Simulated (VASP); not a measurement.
GaP:

```
Ga P
1.0
     0.00000    2.77870    2.77870
     2.77870    0.00000    2.77870
     2.77870    2.77870    0.00000
Ga P
1 1
Cartesian
  0.0000 0.0000 0.0000
  4.1680 4.1680 4.1680
```

This cell differs from its parent crystal: volume scaled by 1.06.

Program: VASP 6.6.1. Alike in all runs: task single point; no spin polarisation; cell as given; cutoff (eV) 520; smearing fermi-dirac 0.05 eV.

Order these runs on this cell by their band gap on the k mesh, lowest first.
A. level r2SCANh; potentials or basis VASP PAW PBE potentials, release 64 (Ga_d, P); k mesh 4 × 4 × 4; grid for exact exchange (PRECFOCK) Normal
B. level LDA; potentials or basis VASP PAW LDA potentials, release 64 (Ga_d, P); k mesh 8 × 8 × 8
C. level HF; potentials or basis VASP PAW PBE potentials, release 64 (Ga_d, P); k mesh 4 × 4 × 4; grid for exact exchange (PRECFOCK) Normal

B (1.16 eV), A (2.39 eV), C (7.93 eV).

Caveats: some runs use coarse meshes.

A k mesh can miss the band edges.
